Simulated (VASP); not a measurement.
Wanted: the native input for a VASP 6.6.1 run.

```
Task                   : single point
Functional             : PBE
Potentials or basis    : VASP PAW PBE potentials, release 64 (Os)
Cutoff                 : 520 eV
k mesh                 : 16 × 16 × 15
Occupations            : fermi-dirac, width 0.05 eV
Spin                   : no spin polarisation
Dipole correction      : no
Further INCAR settings : ALGO = Normal; EDIFF = 1e-06; NBANDS = 10
```

The structure of Os lies in POSCAR:

```
Os
1.0
    2.3603755011      0.0000000000      0.0000000000
   -1.1801877505      2.0441451464      0.0000000000
    0.0000000000      0.0000000000      2.2246656766
Os
1
Direct
    0.0000000000      0.0000000000      0.0000000000
```

These files were run (other wordings do the same):

INCAR

```
PREC     = Accurate       # precision mode
ENCUT    = 520            # plane-wave cutoff, eV
EDIFF    = 1E-6           # SCF threshold, eV
ISMEAR   = -1             # smearing method
SIGMA    = 0.05           # smearing width, eV
LREAL    = False          # projectors in reciprocal space
LASPH    = True           # aspherical terms in the spheres
NELM     = 80             # most SCF steps
ALGO     = Normal         # electronic algorithm
ISIF     = 2              # what is computed and relaxed
LWAVE    = False          # write WAVECAR
LCHARG   = True           # write CHGCAR
GGA      = PE             # functional
LELF     = True           # ELF
LVHAR    = True         
NBANDS   = 10             # bands
```

KPOINTS

```
Automatic mesh
0
Gamma
  16 16 15
```

Potentials or basis: VASP PAW PBE potentials, release 64 (Os).

Run with:

```console
$ cat potpaw_PBE.64/Os/POTCAR > POTCAR
$ mpirun -np 1 vasp_std > vasp.out
```

It gave:

```json
{
 "Pressure": "292.9 GPa",
 "Band gap on the k mesh": "zero (band 4 reaches 19.91 eV, above the bottom of band 5 at 12.00 eV)"
}
```

Caveat: spin-orbit coupling is left out, which moves the levels of the heavy elements.

It took 12 s on 1 thread of Intel(R) Xeon(R) Platinum 8488C (Sapphire Rapids) (shared host), peak memory 0.13 GiB.
